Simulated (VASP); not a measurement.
# Al4B3Sb (P-3m1) in VASP: notebook

The runs below take Al4B3Sb through single point, relaxation of cell and atoms, with PBE.

Everything below comes from runs of VASP 6.6.1. Logs are shortened: lines on timing, memory, paths and dates and some standing lists are left out, and cuts for length are marked.

## Step 1: The cell of the first run

The structure is trigonal, space group P-3m1 (No. 164). The conventional cell has a = 3.511 Å, b = 3.511 Å, c = 10.487 Å, α = 90.00°, β = 90.00°, γ = 120.00°. Within 3.1 Å of Al (site symmetry 3m) lie 3 B at 2.36 Å and 3 Al at 2.80 Å and 3 Sb at 2.99 Å. Within 2.8 Å of Al (site symmetry 3m) lie 6 B at 2.15 to 2.31 Å and 3 Al at 2.80 Å. Within 2.4 Å of B (site symmetry -3m) lie 2 B at 1.83 Å and 6 Al at 2.31 Å. Within 2.4 Å of B (site symmetry 3m) lie 1 B at 1.83 Å and 6 Al at 2.15 to 2.36 Å. Within 3.9 Å of Sb (site symmetry -3m) lie 6 Al at 2.99 Å and 2 B at 3.41 Å and 6 Sb at 3.51 Å.

## Step 2: Single point, PBE

Contents of INCAR:

```
SYSTEM = Al4B3Sb
PREC = Accurate
ENCUT = 520
EDIFF = 1E-6
ISMEAR = 0
SIGMA = 0.1
LREAL = .FALSE.
LASPH = .TRUE.
NELM = 80
ALGO = Normal
ISIF = 2
LWAVE = .FALSE.
LCHARG = .FALSE.
GGA = PE
NBANDS = 23
```

Contents of KPOINTS:

```
Automatic mesh
0
G
  12 12 4
  0 0 0
```

Contents of POSCAR:

```
Al4B3Sb
1.0
    3.5109529168      0.0000000000      0.0000000000
   -1.7554764584      3.0405744175      0.0000000000
    0.0000000000      0.0000000000     10.4867232562
Al B Sb
4 3 1
Direct
    0.3333333333      0.6666666667      0.7900871302
    0.3333333333      0.6666666667      0.3936503139
    0.6666666667      0.3333333333      0.2099128698
    0.6666666667      0.3333333333      0.6063496861
    0.0000000000      0.0000000000      0.5000000000
    0.0000000000      0.0000000000      0.3252929438
    0.0000000000      0.0000000000      0.6747070562
    0.0000000000      0.0000000000      0.0000000000
```

Potentials or basis: VASP PAW PBE potentials, release 64 (Al, B, Sb).

The run is started by

```console
cat potpaw_PBE.64/Al/POTCAR potpaw_PBE.64/B/POTCAR potpaw_PBE.64/Sb/POTCAR > POTCAR
mpirun -np 1 vasp_std > vasp.out
```

OUTCAR:

```text
SYSTEM = Al4B3Sb
   PREC = Accurate
   ENCUT = 520
   EDIFF = 1E-6
   ISMEAR = 0
   LREAL = .FALSE.
   LASPH = .TRUE.
   NELM = 80
   ISIF = 2
   GGA = PE

 ion  position               nearest neighbor table
   1  0.333  0.667  0.790-   7 2.36   7 2.36   7 2.36   4 2.80   4 2.80   4 2.80   8 2.99   8 2.99
                             8 2.99
   2  0.333  0.667  0.394-   6 2.15   6 2.15   6 2.15   5 2.31   5 2.31   5 2.31   3 2.80   3 2.80
                             3 2.80   4 3.01   4 3.01   4 3.01
   3  0.667  0.333  0.210-   6 2.36   6 2.36   6 2.36   2 2.80   2 2.80   2 2.80   8 2.99   8 2.99
                             8 2.99
   4  0.667  0.333  0.606-   7 2.15   7 2.15   7 2.15   5 2.31   5 2.31   5 2.31   1 2.80   1 2.80
                             1 2.80   2 3.01   2 3.01   2 3.01
   5  0.000  0.000  0.500-   6 1.83   7 1.83   2 2.31   4 2.31   4 2.31   2 2.31   4 2.31   2 2.31

   6  0.000  0.000  0.325-   5 1.83   2 2.15   2 2.15   2 2.15   3 2.36   3 2.36   3 2.36
   7  0.000  0.000  0.675-   5 1.83   4 2.15   4 2.15   4 2.15   1 2.36   1 2.36   1 2.36
   8  0.000  0.000  0.000-   1 2.99   3 2.99   3 2.99   1 2.99   3 2.99   1 2.99

  LATTYP: Found a hexagonal cell.
 ALAT       =     3.5109529168
 C/A-ratio  =     2.9868595520

  Lattice vectors:

 A1 = (   3.5109529168,   0.0000000000,   0.0000000000)
 A2 = (  -1.7554764584,   3.0405744175,   0.0000000000)
 A3 = (   0.0000000000,   0.0000000000,  10.4867232562)

Analysis of symmetry for initial positions (statically):
=====================================================================
 Subroutine PRICEL returns:
 Original cell was already a primitive cell.

 Routine SETGRP: Setting up the symmetry group for a
 hexagonal supercell.

 Subroutine GETGRP returns: Found 12 space group operations
 (whereof 12 operations were pure point group operations)
 out of a pool of 24 trial point group operations.

The static configuration has the point symmetry D_3d.

Analysis of symmetry for dynamics (positions and initial velocities):
=====================================================================
 Subroutine PRICEL returns:
 Original cell was already a primitive cell.

 Routine SETGRP: Setting up the symmetry group for a
 hexagonal supercell.

 Subroutine GETGRP returns: Found 12 space group operations
 (whereof 12 operations were pure point group operations)
 out of a pool of 24 trial point group operations.

[... 117 lines left out ...]
   NFREE  =      0    steps in history (QN), initial steepest desc. (CG)
   ISIF   =      2    stress and relaxation
   ISYM   =      2    0-nonsym 1-usesym 2-fastsym
   POTIM  = 0.5000    time-step for ionic-motion
   TEBEG  =    0.0;   TEEND  =   0.0 temperature during run
   PSTRESS=    0.0 pullay stress
   NELECT =      26.0000    total number of electrons
   NUPDOWN=      -1.0000    fix difference up-down
   EMIN   =  10.00;   EMAX   =-10.00  energy-range for DOS
   EFERMI =   0.00;   METHOD = LEGACY
   ISMEAR =     0;   SIGMA  =   0.10  broadening in eV -4-tet -1-fermi 0-gaus
   EFERMI_NEDOS =   21; number of points for ismear=-14 and -15
   IALGO  =     38    algorithm
   IMIX   =      4    mixing-type and parameters
     AMIX     =   0.40;   BMIX     =  1.00
     AMIX_MAG =   1.60;   BMIX_MAG =  1.00
  volume/ion in A,a.u.               =      13.99        94.43
  Fermi-wavevector in a.u.,A,eV,Ry     =   1.006296  1.901624 13.777693  1.012632
  Thomas-Fermi vector in A             =   2.139030
   LORBIT       =      0    0 simple, 1 ext, 2 COOP (PROOUT), +10 PAW based schemes
   GGA     = PE    functional components
   LHFCALC =     F    Hartree Fock is set to
   AEXX    =    0.0000 exact exchange contribution
   IVDW    =     0    specifies the selected vdW correction
   LEPSILON=     F    determine dielectric tensor
   LRPA    =     F    only Hartree local field effects (RPA)
 non-spin polarized calculation
 Gauss-broadening in eV      SIGMA  =   0.10
  energy-cutoff  :      520.00
  volume of cell :      111.95
 maximum number of plane-waves:      3075
 NGX is ok and might be reduce to    28
   NGX = 13   NGY = 13   NGZ = 39

 number of electron      26.0000000 magnetization

 Free energy of the ion-electron system (eV)
  ---------------------------------------------------
  ext. energy  EPLUGINS =         0.00000000
  ---------------------------------------------------
  free energy    TOTEN  =       -37.78892615 eV

  energy without entropy =      -37.77942626  energy(sigma->0) =      -37.78417620

 E-fermi :   8.2024     XC(G=0): -10.5500

 val. band max:        8.1904717439   @ k =   0.4167   0.0000   0.0000
 cond. band min:       8.2056554159   @ k =   0.3333   0.3333   0.0000
 fundamental gap:      0.0151836720
 Fermi energy:         8.2024291959

 k-point     1 :       0.0000    0.0000    0.0000
  band No.  band energies     occupation
      1      -5.3303      2.00000
      2      -3.5949      2.00000
      3      -3.5399      2.00000
      4       0.1478      2.00000
      5       0.9565      2.00000
      6       5.3096      2.00000
[... 613 lines left out ...]
     22      13.4205      0.00000
     23      13.4477      0.00000

 [... further k-points ...]

------------------------ aborting loop because EDIFF is reached ----------------------------------------

  FORCE on cell =-STRESS in cart. coord.  units (eV):
  Direction    XX          YY          ZZ          XY          YZ          ZX
  --------------------------------------------------------------------------------------
  -------------------------------------------------------------------------------------
  Total       -0.0228916     -0.0228916      0.0020528      0.0000000      0.0000000      0.0000000
  in kB       -0.3276166     -0.3276166      0.0293785      0.0000000      0.0000000      0.0000000
  external PRESSURE =      -0.2086183 kB  Pullay stress =       0.0000000 kB

 VOLUME and BASIS-vectors are now :
 -----------------------------------------------------------------------------
  energy-cutoff  :      520.00
  volume of cell :      111.95
      direct lattice vectors                 reciprocal lattice vectors
     3.510952917  0.000000000  0.000000000     0.284822959  0.164442612  0.000000000
    -1.755476458  3.040574417  0.000000000     0.000000000  0.328885225  0.000000000
     0.000000000  0.000000000 10.486723256     0.000000000  0.000000000  0.095358672

 POSITION                                       TOTAL-FORCE (eV/Angst)
 -----------------------------------------------------------------------------------
     -0.00000      2.02705      8.28543        -0.000000     -0.000000     -0.010907
     -0.00000      2.02705      4.12810         0.000000      0.000000     -0.004049
      1.75548      1.01352      2.20130         0.000000      0.000000      0.010907
      1.75548      1.01352      6.35862         0.000000     -0.000000      0.004049
      0.00000      0.00000      5.24336        -0.000000      0.000000      0.000000
      0.00000      0.00000      3.41126        -0.000000      0.000000     -0.001392
      0.00000      0.00000      7.07547        -0.000000     -0.000000      0.001392
      0.00000      0.00000      0.00000        -0.000000      0.000000      0.000000
 -----------------------------------------------------------------------------------
    total drift:                               -0.000000      0.000000      0.000000

  FREE ENERGIE OF THE ION-ELECTRON SYSTEM (eV)
  ---------------------------------------------------
  free  energy   TOTEN  =       -37.7889261467 eV

  energy  without entropy=      -37.7794262593  energy(sigma->0) =      -37.78417620
```

It took 75 s on 1 thread of Intel Xeon 6975P-C (Granite Rapids), shared host; peak memory 0.34 GiB.

Results:

```
Free energy            : -37.7889 eV
Pressure               : 0.0 GPa
Largest force          : 0.011 eV/Å
Band gap on the k mesh : zero (bands 13 and 14 overlap by 4.29 eV)
```

Forces on the atoms (eV/Å):
```
Al   0.000  0.000 -0.011
Al   0.000  0.000 -0.004
Al   0.000  0.000  0.011
Al   0.000  0.000  0.004
B    0.000  0.000  0.000
B    0.000  0.000 -0.001
B    0.000  0.000  0.001
Sb   0.000  0.000  0.000
```

Caveat: spin-orbit coupling is left out, which moves the levels of the heavy elements.

## Step 3: Single point, PBE

This run uses another cell than the first one, of 14.07 Å³/atom.

Contents of INCAR:

```
SYSTEM = Al4B3Sb
PREC     = Accurate       ! precision mode
ENCUT    = 520            ! plane-wave cutoff, eV
EDIFF    = 1E-6           ! SCF threshold, eV
ISMEAR   = 0              ! smearing method
SIGMA    = 0.2            ! smearing width, eV
LREAL    = .FALSE.        ! projectors in reciprocal space
LASPH    = .TRUE.         ! aspherical terms in the spheres
NELM     = 80             ! most SCF steps
ALGO     = Normal         ! electronic algorithm
ISIF     = 2              ! what is computed and relaxed
LWAVE    = .FALSE.        ! write WAVECAR
LCHARG   = .FALSE.        ! write CHGCAR
GGA      = PE             ! functional
NBANDS   = 23             ! bands
```

Contents of KPOINTS:

```
Automatic mesh
0
G
  5 5 2
  0 0 0
```

Contents of POSCAR:

```
Al4B3Sb
1.0
    3.5156088108      0.0000000000      0.0000000000
   -1.7578044054      3.0446065399      0.0000000000
    0.0000000000      0.0000000000     10.5193874026
Al B Sb
4 3 1
Direct
    0.3333333333      0.6666666667      0.7887289840
    0.3333333333      0.6666666667      0.3932112648
    0.6666666667      0.3333333333      0.2112710160
    0.6666666667      0.3333333333      0.6067887352
    0.0000000000      0.0000000000      0.5000000000
    0.0000000000      0.0000000000      0.3283588807
    0.0000000000      0.0000000000      0.6716411193
    0.0000000000      0.0000000000      0.0000000000
```

Potentials or basis: VASP PAW PBE potentials, release 64 (Al, B, Sb).

The run is started by

```console
cat potpaw_PBE.64/Al/POTCAR potpaw_PBE.64/B/POTCAR potpaw_PBE.64/Sb/POTCAR > POTCAR
mpirun -np 1 vasp_std > vasp.out
```

OUTCAR:

```text
SYSTEM = Al4B3Sb
   PREC = Accurate
   ENCUT = 520
   EDIFF = 1E-6
   ISMEAR = 0
   LREAL = .FALSE.
   LASPH = .TRUE.
   NELM = 80
   ISIF = 2
   GGA = PE

 ion  position               nearest neighbor table
   1  0.333  0.667  0.789-   7 2.37   7 2.37   7 2.37   4 2.79   4 2.79   4 2.79   8 3.01   8 3.01
                             8 3.01
   2  0.333  0.667  0.393-   6 2.14   6 2.14   6 2.14   5 2.32   5 2.32   5 2.32   3 2.79   3 2.79
                             3 2.79   4 3.03   4 3.03   4 3.03
   3  0.667  0.333  0.211-   6 2.37   6 2.37   6 2.37   2 2.79   2 2.79   2 2.79   8 3.01   8 3.01
                             8 3.01
   4  0.667  0.333  0.607-   7 2.14   7 2.14   7 2.14   5 2.32   5 2.32   5 2.32   1 2.79   1 2.79
                             1 2.79   2 3.03   2 3.03   2 3.03
   5  0.000  0.000  0.500-   6 1.81   7 1.81   2 2.32   4 2.32   2 2.32   4 2.32   4 2.32   2 2.32

   6  0.000  0.000  0.328-   5 1.81   2 2.14   2 2.14   2 2.14   3 2.37   3 2.37   3 2.37
   7  0.000  0.000  0.672-   5 1.81   4 2.14   4 2.14   4 2.14   1 2.37   1 2.37   1 2.37
   8  0.000  0.000  0.000-   1 3.01   3 3.01   1 3.01   3 3.01   3 3.01   1 3.01

  LATTYP: Found a hexagonal cell.
 ALAT       =     3.5156088108
 C/A-ratio  =     2.9921950845

[... 187 lines left out ...]
      1      -5.3812      2.00000
      2      -3.6390      2.00000
      3      -3.5743      2.00000
      4       0.1055      2.00000
      5       0.9221      2.00000
      6       5.1815      2.00000
[... 249 lines left out ...]
     22      14.2650      0.00000
     23      15.1428      0.00000

------------------------ aborting loop because EDIFF is reached ----------------------------------------

  FORCE on cell =-STRESS in cart. coord.  units (eV):
  Direction    XX          YY          ZZ          XY          YZ          ZX
  --------------------------------------------------------------------------------------
  -------------------------------------------------------------------------------------
  Total        0.0957122      0.0957122      0.4908180      0.0000000      0.0000000      0.0000000
  in kB        1.3619336      1.3619336      6.9840748      0.0000000      0.0000000      0.0000000
  external PRESSURE =       3.2359806 kB  Pullay stress =       0.0000000 kB

 VOLUME and BASIS-vectors are now :
 -----------------------------------------------------------------------------
  energy-cutoff  :      520.00
  volume of cell :      112.60
      direct lattice vectors                 reciprocal lattice vectors
     3.515608811  0.000000000  0.000000000     0.284445754  0.164224833  0.000000000
    -1.757804405  3.044606540  0.000000000     0.000000000  0.328449666  0.000000000
     0.000000000  0.000000000 10.519387403     0.000000000  0.000000000  0.095062570

 POSITION                                       TOTAL-FORCE (eV/Angst)
 -----------------------------------------------------------------------------------
     -0.00000      2.02974      8.29695        -0.000000      0.000000     -0.002602
     -0.00000      2.02974      4.13634        -0.000000      0.000000      0.016132
      1.75780      1.01487      2.22244         0.000000     -0.000000      0.002602
      1.75780      1.01487      6.38305         0.000000     -0.000000     -0.016132
      0.00000      0.00000      5.25969        -0.000000      0.000000      0.000000
      0.00000      0.00000      3.45413        -0.000000     -0.000000      0.035825
      0.00000      0.00000      7.06525        -0.000000      0.000000     -0.035825
      0.00000      0.00000      0.00000        -0.000000      0.000000      0.000000
 -----------------------------------------------------------------------------------
    total drift:                                0.000000      0.000000      0.000000

  FREE ENERGIE OF THE ION-ELECTRON SYSTEM (eV)
  ---------------------------------------------------
  free  energy   TOTEN  =       -37.8521666036 eV

  energy  without entropy=      -37.7989965079  energy(sigma->0) =      -37.82558156
```

OSZICAR:

```text
N       E                     dE             d eps       ncg     rms          rms(c)
DAV:   1     0.454727136136E+02    0.45473E+02   -0.97704E+03   460   0.929E+02
DAV:   2    -0.381720867274E+02   -0.83645E+02   -0.79722E+02   584   0.145E+02
DAV:   3    -0.429380539548E+02   -0.47660E+01   -0.47056E+01   608   0.341E+01
DAV:   4    -0.430117931155E+02   -0.73739E-01   -0.73709E-01   552   0.466E+00
DAV:   5    -0.430133438508E+02   -0.15507E-02   -0.15506E-02   624   0.714E-01    0.931E+00
DAV:   6    -0.383886603102E+02    0.46247E+01   -0.35556E+01   554   0.197E+01    0.446E+00
DAV:   7    -0.378725010331E+02    0.51616E+00   -0.58179E+00   531   0.925E+00    0.214E+00
DAV:   8    -0.378579582147E+02    0.14543E-01   -0.36188E-01   568   0.289E+00    0.119E+00
DAV:   9    -0.378525637240E+02    0.53945E-02   -0.25030E-02   582   0.854E-01    0.486E-01
DAV:  10    -0.378521997878E+02    0.36394E-03   -0.44867E-03   561   0.360E-01    0.101E-01
DAV:  11    -0.378521537795E+02    0.46008E-04   -0.32883E-04   581   0.803E-02    0.630E-02
DAV:  12    -0.378521747124E+02   -0.20933E-04   -0.65538E-05   589   0.402E-02    0.144E-02
DAV:  13    -0.378521663811E+02    0.83313E-05   -0.27302E-05   572   0.224E-02    0.627E-03
DAV:  14    -0.378521666036E+02   -0.22252E-06   -0.15820E-06   424   0.683E-03
   1 F= -.37852167E+02 E0= -.37825582E+02  d E =-.531701E-01
```

stdout:

```text
POSCAR found type information on POSCAR AlB Sb
 POSCAR found :  3 types and       8 ions
 scaLAPACK will be used
 LDA part: xc-table for (Slater+PW92), standard interpolation
 POSCAR, INCAR and KPOINTS ok, starting setup
 FFT: planning ... GRIDC
 FFT: planning ... GRID_SOFT
 FFT: planning ... GRID
 WAVECAR not read
 entering main loop
```

It took 46 s on 1 thread of Intel Xeon 8259CL, shared host; peak memory 0.25 GiB.

Results:

* Free energy: -37.8522 eV
* Pressure: 0.3 GPa
* Largest force: 0.036 eV/Å
* Band gap on the k mesh: zero (bands 13 and 14 overlap by 3.92 eV)

Forces on the atoms (eV/Å):
```
Al   0.000  0.000 -0.003
Al   0.000  0.000  0.016
Al   0.000  0.000  0.003
Al   0.000  0.000 -0.016
B    0.000  0.000  0.000
B    0.000  0.000  0.036
B    0.000  0.000 -0.036
Sb   0.000  0.000  0.000
```

Caveat: the k points lie up to 0.41 Å⁻¹ apart, too coarse for converged energies and pressures of a metal; spin-orbit coupling is left out, which moves the levels of the heavy elements.

## Step 4: Single point, PBE

Contents of INCAR:

```
  PREC = Accurate
  ENCUT = 520
  EDIFF = 1E-6
  ISMEAR = 0
  SIGMA = 0.2
  LREAL = F
  LASPH = T
  NELM = 60
  ALGO = Normal
  ISIF = 2
  LWAVE = F
  LCHARG = F
  GGA = PE
  NBANDS = 23
```

Contents of KPOINTS:

```
regular mesh
0
Gamma
  6 6 2
```

Contents of POSCAR:

```
Al4B3Sb
1.0
    3.5109849781      0.0000000000      0.0000000000
   -1.7554924890      3.0406021833      0.0000000000
    0.0000000000      0.0000000000     10.4868051298
Al B Sb
4 3 1
Direct
    0.3333333333      0.6666666667      0.7900803224
    0.3333333333      0.6666666667      0.3936370654
    0.6666666667      0.3333333333      0.2099196776
    0.6666666667      0.3333333333      0.6063629346
    0.0000000000      0.0000000000      0.5000000000
    1.0000000000      1.0000000000      0.3252902034
    0.0000000000      0.0000000000      0.6747097966
    0.0000000000      0.0000000000      1.0000000000
```

The run is started by

```console
cat potpaw_PBE.64/Al/POTCAR potpaw_PBE.64/B/POTCAR potpaw_PBE.64/Sb/POTCAR > POTCAR
mpirun -np 1 vasp_std > vasp.out
```

Run time: 73 s. Hardware: 1 thread of Intel Xeon 8259CL, shared host; peak memory 0.25 GiB.

It converged, with:

```yaml
Free_energy: -37.7557 eV
Pressure: 0.0 GPa
Largest_force: 0.077 eV/Å
Band_gap_on_the_k_mesh: zero (bands 13 and 14 overlap by 3.72 eV)
```

Forces in eV/Å, atoms in the order of the input:
```
Al   0.000  0.000 -0.077
Al   0.000  0.000  0.025
Al   0.000  0.000  0.077
Al   0.000  0.000 -0.025
B    0.000  0.000  0.000
B    0.000  0.000  0.023
B    0.000  0.000 -0.023
Sb   0.000  0.000  0.000
```

Stress tensor (GPa, compression positive):
```
-0.13  0.00  0.00
 0.00 -0.13  0.00
 0.00  0.00  0.14
```

Levels at points of the mesh, in eV from the Fermi level:
```tsv
k point	band 9	band 10	band 11	band 12	band 13	band 14	band 15	band 16	band 17	band 18
(0.00, 0.00, 0.00)	-0.47	-0.47	-0.42	2.06	2.27	2.27	3.05	3.05	3.43	3.43
(0.50, 0.00, 0.00)	-3.95	-3.52	-2.25	-1.45	-0.60	-0.05	-0.04	1.40	1.72	2.65
(0.00, 0.00, 0.50)	-0.49	-0.49	1.13	1.88	2.62	2.62	2.85	2.85	3.24	3.24
(0.50, 0.00, 0.50)	-3.94	-3.48	-2.30	-1.57	-0.23	-0.06	0.53	0.67	1.55	1.65
```

Caveat: spin-orbit coupling is left out, which moves the levels of the heavy elements.

(Part 1 of 2 ends here.)
